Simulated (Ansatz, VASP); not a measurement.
## Ta: VASP beside Ansatz

```xyz
3
Lattice="4.8638 0.0000 0.0000 -2.4319 4.2122 0.0000 0.0000 0.0000 2.7308" Properties=species:S:1:pos:R:3 pbc="T T T"
Ta    2.4319    4.2122    0.0000
Ta    0.0000    2.8081    1.3654
Ta    2.4319    1.4041    1.3654
```

Alike in both runs: functional PBE; k mesh 8 × 8 × 11; occupations fermi-dirac, width 0.1 eV; no spin polarisation.

Ansatz relaxed the structure, and its values are those at the end. VASP's run is a single point on that final structure, the one shown.

```csv
,VASP,Ansatz
version,VASP 6.6.1,Ansatz 0.2.0
potentials or method,"VASP PAW PBE potentials, release 64 (Ta_pv), cutoff 520 eV","plane waves (420 eV) with PAW, scalar-relativistic"
valence electrons in the cell,33,39
```

```tsv
	VASP	Ansatz	Ansatz less VASP
pressure (GPa)	0.1	0.0	-0.11
```

VASP's potentials hold 33 valence electrons a cell and Ansatz's 39, so a difference there can come from the potentials and not from the codes.

Spin-orbit coupling is off throughout.
